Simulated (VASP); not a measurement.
# W (Im-3m) in VASP: single point with PBE

Aim: the single point of W with PBE.

Program: VASP 6.6.1. These are calculated values, not measurements. Logs are shortened: lines on timing, memory, paths and dates and some standing lists are left out, and cuts for length are marked.

## 1. The cell of the first run

It takes space group Im-3m (No. 229, cubic). Conventional cell: a = 3.183 Å, b = 3.183 Å, c = 3.183 Å, α = 90.00°, β = 90.00°, γ = 90.00°. Within 3.6 Å of W (site symmetry m-3m) lie 14 W at 2.76 to 3.18 Å.

## 2. Single point, PBE

POSCAR

```
W
1.0
   -1.5916734772      1.5916734772      1.5916734772
    1.5916734772     -1.5916734772      1.5916734772
    1.5916734772      1.5916734772     -1.5916734772
W
1
Direct
    0.0000000000      0.0000000000      0.0000000000
```

INCAR.step1

```
PREC = Accurate
ENCUT = 520
EDIFF = 1E-6
ISMEAR = 0
SIGMA = 0.05
LREAL = False
LASPH = True
NELM = 100
ALGO = Normal
ISIF = 2
LWAVE = False
LCHARG = True
LMAXMIX = 4
GGA = PE
NBANDS = 13
```

KPOINTS.step1

```
Automatic mesh
0
Gamma
  18 18 18
```

INCAR.step2

```
PREC = Accurate
ENCUT = 520
EDIFF = 1E-6
ISMEAR = -5
SIGMA = 0.05
LREAL = False
LASPH = True
NELM = 100
ALGO = Normal
ISIF = 2
LWAVE = False
LCHARG = False
LMAXMIX = 4
GGA = PE
LORBIT = 11
NBANDS = 13
NEDOS = 1001
ICHARG = 11
```

KPOINTS.step2

```
Automatic mesh
0
Gamma
  27 27 27
```

Potentials or basis: VASP PAW PBE potentials, release 64 (W_sv).

On the command line:

```bash
$ cat potpaw_PBE.64/W_sv/POTCAR > POTCAR
$ cp INCAR.step1 INCAR
$ cp KPOINTS.step1 KPOINTS
$ mpirun -np 1 vasp_std > vasp.out
$ cp INCAR.step2 INCAR
$ cp KPOINTS.step2 KPOINTS
$ mpirun -np 1 vasp_std > vasp.out
```

OUTCAR:

```text
PREC = Accurate
   ENCUT = 520
   EDIFF = 1E-6
   ISMEAR = -5
   LREAL = False
   LASPH = True
   NELM = 100
   ISIF = 2
   GGA = PE
   LORBIT = 11
   ICHARG = 11

 ion  position               nearest neighbor table
   1  0.000  0.000  0.000-

  LATTYP: Found a body centered cubic cell.
 ALAT       =     3.1833469544

  Lattice vectors:

 A1 = (  -1.5916734772,   1.5916734772,   1.5916734772)
 A2 = (   1.5916734772,  -1.5916734772,   1.5916734772)
 A3 = (   1.5916734772,   1.5916734772,  -1.5916734772)

Analysis of symmetry for initial positions (statically):
=====================================================================
 Subroutine PRICEL returns:
 Original cell was already a primitive cell.

 Routine SETGRP: Setting up the symmetry group for a
 body centered cubic supercell.

 Subroutine GETGRP returns: Found 48 space group operations
 (whereof 48 operations were pure point group operations)
 out of a pool of 48 trial point group operations.

The static configuration has the point symmetry O_h .

Analysis of symmetry for dynamics (positions and initial velocities):
=====================================================================
 Subroutine PRICEL returns:
 Original cell was already a primitive cell.

 Routine SETGRP: Setting up the symmetry group for a
 body centered cubic supercell.

 Subroutine GETGRP returns: Found 48 space group operations
 (whereof 48 operations were pure point group operations)
 out of a pool of 48 trial point group operations.

The dynamic configuration has the point symmetry O_h .

 Subroutine INISYM returns: Found 48 space group operations
 (whereof 48 operations are pure point group operations),
 and found     1 'primitive' translations

----------------------------------------------------------------------------------------

                                     Primitive cell

  volume of cell :      16.1295

  direct lattice vectors                    reciprocal lattice vectors
    -1.591673477  1.591673477  1.591673477     0.000000000  0.314134782  0.314134782
     1.591673477 -1.591673477  1.591673477     0.314134782  0.000000000  0.314134782
     1.591673477  1.591673477 -1.591673477     0.314134782  0.314134782  0.000000000

  length of vectors
     2.756859332  2.756859332  2.756859332     0.444253668  0.444253668  0.444253668

  position of ions in fractional coordinates (direct lattice)
     0.000000000  0.000000000  0.000000000

  ion indices of the primitive-cell ions
   primitive index   ion index
                 1           1

----------------------------------------------------------------------------------------

 KPOINTS: Automatic mesh

Automatic generation of k-mesh.
 Grid dimensions read from file:
 generate k-points for:   27   27   27

 Generating k-lattice:

  Cartesian coordinates                     Fractional coordinates (reciprocal lattice)
     0.000000000  0.011634622  0.011634622     0.037037037  0.000000000  0.000000000
     0.011634622  0.000000000  0.011634622     0.000000000  0.037037037  0.000000000
     0.011634622  0.011634622  0.000000000     0.000000000  0.000000000  0.037037037

  Length of vectors
     0.016453840  0.016453840  0.016453840

  Shift w.r.t. Gamma in fractional coordinates (k-lattice)
     0.000000000  0.000000000  0.000000000

 TETIRR: Found  23679 inequivalent tetrahedra from   118098

 Subroutine IBZKPT returns following result:
 ===========================================

 Found    560 irreducible k-points:

 Following reciprocal coordinates:
            Coordinates               Weight
  0.000000  0.000000  0.000000      1.000000
  0.037037  0.000000  0.000000     12.000000
  0.074074  0.000000  0.000000     12.000000
  0.111111  0.000000  0.000000     12.000000
  0.148148  0.000000  0.000000     12.000000
  0.185185  0.000000  0.000000     12.000000
[... 16 lines left out ...]
  0.333333  0.037037  0.000000     48.000000
  0.370370  0.037037 -0.000000     48.000000
 [... further k-points ...]
   k-points           NKPTS =    560   k-points in BZ     NKDIM =    560   number of bands    NBANDS=     13
   number of dos      NEDOS =   1001   number of ions     NIONS =      1
   total plane-waves  NPLWV =  13824
   dimension x,y,z NGX =    24 NGY =   24 NGZ =   24
   dimension x,y,z NGXF=    48 NGYF=   48 NGZF=   48
   ions per type =               1
   NGX,Y,Z   is equivalent  to a cutoff of  14.47, 14.47, 14.47 a.u.
   NGXF,Y,Z  is equivalent  to a cutoff of  28.95, 28.95, 28.95 a.u.
 SYSTEM =  unknown system
   PREC   = accura    normal or accurate (medium, high low for compatibility)
   ISTART =      0    job   : 0-new  1-cont  2-samecut
   ICHARG =     11    charge: 1-file 2-atom 10-const
   ISPIN  =      1    spin polarized calculation?
   LNONCOLLINEAR =      F non collinear calculations
   LSORBIT =      F    spin-orbit coupling
   LASPH  =      T    aspherical Exc in radial PAW
   ENCUT  =  520.0 eV  38.22 Ry    6.18 a.u.   5.13  5.13  5.13*2*pi/ulx,y,z
   NELM   =    100;   NELMIN=  2; NELMDL=  0     # of ELM steps
   EDIFF  = 0.1E-05   stopping-criterion for ELM
   LREAL  =      F    real-space projection
   EDIFFG = 0.1E-04   stopping-criterion for IOM
   NSW    =      0    number of steps for IOM
   IBRION =     -1    ionic relax: 0-MD 1-quasi-New 2-CG
   NFREE  =      0    steps in history (QN), initial steepest desc. (CG)
   ISIF   =      2    stress and relaxation
   ISYM   =      2    0-nonsym 1-usesym 2-fastsym
   POTIM  = 0.5000    time-step for ionic-motion
   TEBEG  =    0.0;   TEEND  =   0.0 temperature during run
   PSTRESS=    0.0 pullay stress
   NELECT =      14.0000    total number of electrons
   NUPDOWN=      -1.0000    fix difference up-down
   EMIN   =  10.00;   EMAX   =-10.00  energy-range for DOS
   EFERMI =   0.00;   METHOD = LEGACY
   ISMEAR =    -5;   SIGMA  =   0.05  broadening in eV -4-tet -1-fermi 0-gaus
   EFERMI_NEDOS =   21; number of points for ismear=-14 and -15
   IALGO  =     38    algorithm
   IMIX   =      4    mixing-type and parameters
     AMIX     =   0.40;   BMIX     =  1.00
     AMIX_MAG =   1.60;   BMIX_MAG =  1.00
  volume/ion in A,a.u.               =      16.13       108.85
  Fermi-wavevector in a.u.,A,eV,Ry     =   1.561625  2.951044 33.180173  2.438674
  Thomas-Fermi vector in A             =   2.664663
   LORBIT       =     11    0 simple, 1 ext, 2 COOP (PROOUT), +10 PAW based schemes
   GGA     = PE    functional components
   LHFCALC =     F    Hartree Fock is set to
   AEXX    =    0.0000 exact exchange contribution
   IVDW    =     0    specifies the selected vdW correction
   LEPSILON=     F    determine dielectric tensor
   LRPA    =     F    only Hartree local field effects (RPA)
 non-spin polarized calculation
 Fermi weights with tetrahedron method with Bloechl corrections
  energy-cutoff  :      520.00
  volume of cell :       16.13
 maximum number of plane-waves:       450
 NGX is ok and might be reduce to    24

 number of electron      14.0000002 magnetization

 Free energy of the ion-electron system (eV)
  ---------------------------------------------------
  ext. energy  EPLUGINS =         0.00000000
  ---------------------------------------------------
  free energy    TOTEN  =       -12.95478767 eV

  energy without entropy =      -12.95478767  energy(sigma->0) =      -12.95478767

 E-fermi :  11.2249     XC(G=0): -13.5418

 val. band max:       11.2903343973   @ k =   0.4444   0.0741   0.0370
 cond. band min:      11.1726876068   @ k =  -0.1481   0.1852   0.1111
 fundamental gap:     -0.1176467905
 Fermi energy:        11.2249488726

 k-point     1 :       0.0000    0.0000    0.0000
  band No.  band energies     occupation
      1     -63.0073      2.00000
      2     -26.5947      2.00000
      3     -26.5947      2.00000
      4     -26.5947      2.00000
      5       1.6527      2.00000
      6       9.9961      2.00000
      7       9.9961      2.00000
      8       9.9961      2.00000
      9      13.4164      0.00000
     10      13.4164      0.00000
     11      25.6704      0.00000
     12      25.6704      0.00000
     13      25.6704      0.00000

 k-point     2 :       0.0370    0.0000    0.0000
  band No.  band energies     occupation
      1     -63.0056      2.00000
      2     -26.6125      2.00000
      3     -26.6003      2.00000
      4     -26.5948      2.00000
      5       1.7182      2.00000
      6       9.9560      2.00000
      7       9.9880      2.00000
      8      10.0589      2.00000
      9      13.3497      0.00000
     10      13.4167      0.00000
     11      25.7273      0.00000
     12      25.7820      0.00000
     13      25.8331      0.00000

 k-point     3 :       0.0741    0.0000    0.0000
  band No.  band energies     occupation
      1     -63.0007      2.00000
      2     -26.6644      2.00000
      3     -26.6166      2.00000
      4     -26.5950      2.00000
      5       1.9119      2.00000
      6       9.8399      2.00000
      7       9.9577      2.00000
      8      10.2465      2.00000
      9      13.1764      0.00000
     10      13.4188      0.00000
     11      25.8865      0.00000
     12      26.1121      0.00000
     13      26.2884      0.00000
[... 305 lines left out ...]
 k-point    23 :       0.3333    0.0370    0.0000
  band No.  band energies     occupation
      1     -62.9077      2.00000
      2     -27.5789      2.00000
      3     -26.9169      2.00000
      4     -26.6066      2.00000
      5       4.9934      2.00000
      6       8.0979      2.00000
      7       9.8679      2.00000
      8      13.1840      0.00000
      9      13.9619      0.00000
     10      15.0271      0.00000
     11      24.0503      0.00000
     12      24.6724      0.00000
     13      30.9961      0.00000

 k-point    24 :       0.3704    0.0370   -0.0000
  band No.  band energies     occupation
      1     -62.8972      2.00000
      2     -27.6747      2.00000
      3     -26.9504      2.00000
      4     -26.6072      2.00000
      5       5.0793      2.00000
      6       7.9372      2.00000
      7      10.4038      2.00142
      8      13.3127      0.00000
      9      14.0848      0.00000
     10      15.8485      0.00000
     11      23.3788      0.00000
     12      23.7335      0.00000
     13      29.7451      0.00000

 [... further k-points ...]

------------------------ aborting loop because EDIFF is reached ----------------------------------------

  FORCE on cell =-STRESS in cart. coord.  units (eV):
  Direction    XX          YY          ZZ          XY          YZ          ZX
  --------------------------------------------------------------------------------------
  -------------------------------------------------------------------------------------
  Total        0.0132022      0.0132022      0.0132022     -0.0000000     -0.0000000      0.0000000
  in kB        1.3113946      1.3113946      1.3113946     -0.0000000     -0.0000000      0.0000000
  external PRESSURE =       1.3113946 kB  Pullay stress =       0.0000000 kB

 VOLUME and BASIS-vectors are now :
 -----------------------------------------------------------------------------
  energy-cutoff  :      520.00
  volume of cell :       16.13
      direct lattice vectors                 reciprocal lattice vectors
    -1.591673477  1.591673477  1.591673477     0.000000000  0.314134782  0.314134782
     1.591673477 -1.591673477  1.591673477     0.314134782  0.000000000  0.314134782
     1.591673477  1.591673477 -1.591673477     0.314134782  0.314134782  0.000000000

 POSITION                                       TOTAL-FORCE (eV/Angst)
 -----------------------------------------------------------------------------------
      0.00000      0.00000      0.00000        -0.000000      0.000000     -0.000000
 -----------------------------------------------------------------------------------
    total drift:                               -0.000000      0.000000      0.000000

  FREE ENERGIE OF THE ION-ELECTRON SYSTEM (eV)
  ---------------------------------------------------
  free  energy   TOTEN  =       -12.9547876723 eV

  energy  without entropy=      -12.9547876723  energy(sigma->0) =      -12.95478767

 total charge

# of ion       s       p       d       tot
------------------------------------------
    1        2.397   6.336   3.322  12.055
```

Wall time 2.5 min (1 thread of Intel Xeon 8259CL, shared host); peak memory 0.28 GiB.

What came out:

```
Valence electrons inside the program's atomic spheres : W 12.05
```

Levels at points of the mesh, in eV from the Fermi level:
```tsv
k point	band 4	band 5	band 6	band 7	band 8	band 9	band 10	band 11
(0.00, 0.00, 0.00)	-37.82	-9.57	-1.23	-1.23	-1.23	2.19	2.19	14.45
```

Caveat: spin-orbit coupling is left out, which moves the levels of the heavy elements.
